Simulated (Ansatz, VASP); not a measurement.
Given: the input of a run of VASP 6.6.1 on ZrC.

The input INCAR:

```
SYSTEM = ZrC
  PREC = Accurate
  ENCUT = 520
  EDIFF = 1E-7
  ISMEAR = -1
  SIGMA = 0.1
  LREAL = .FALSE.
  LASPH = .TRUE.
  NELM = 100
  ALGO = Normal
  ISIF = 2
  LWAVE = .FALSE.
  LCHARG = .FALSE.
  GGA = PE
  NBANDS = 15
```

KPOINTS

```
regular mesh
0
G
  10 10 10
  0 0 0
```

POSCAR

```
ZrC
1.0
    0.0000000000      2.3650000000      2.3650000000
    2.3650000000      0.0000000000      2.3650000000
    2.3650000000      2.3650000000      0.0000000000
Zr C
1 1
Direct
    0.5000000000      0.5000000000      0.5000000000
    0.0000000000      0.0000000000      0.0000000000
```

Potentials or basis: VASP PAW PBE potentials, release 64 (Zr_sv, C).

The run is started by

```bash
$ cat potpaw_PBE.64/Zr_sv/POTCAR potpaw_PBE.64/C/POTCAR > POTCAR
$ mpirun -np 1 vasp_std > vasp.out
```

**Question.** Translate it to Ansatz 0.2.0. Potentials there: Ansatz PAW.

**Answer.** As run (the cutoff follows the program's own potentials):

Contents of input.yaml:

```yaml
crystal:
  lattice:
    - [0.0, 2.365, 2.365]
    - [2.365, 0.0, 2.365]
    - [2.365, 2.365, 0.0]
  atoms:
    - { symbol: Zr, position: [0.5, 0.5, 0.5] }
    - { symbol: C, position: [0.0, 0.0, 0.0] }
hamiltonian:
  xc: pbe
  pseudopotentials: { kind: paw }
kpoints:
  mp_grid: { grid: [10, 10, 10] }
scf:
  occupations: { method: fermi_dirac, width: 0.1 }
output:
  forces: true
  stress: true
  eigenvalues: true
```

Potentials or basis: Ansatz PAW.

Command:

```sh
$ ansatz run input.yaml --threads 1 --pin off --max-ram 2560MiB --backend cpu --events-out ev --progress --plain --runs-dir out
```

Both were run:

|  | VASP | Ansatz | Ansatz less VASP |
| --- | --- | --- | --- |
| gap on the k mesh at the Fermi level (eV) | none | none | - |
| pressure (GPa) | -2.7 | -2.9 | -0.24 |

A gap of «none» marks a metal or a gap that the smearing closes.
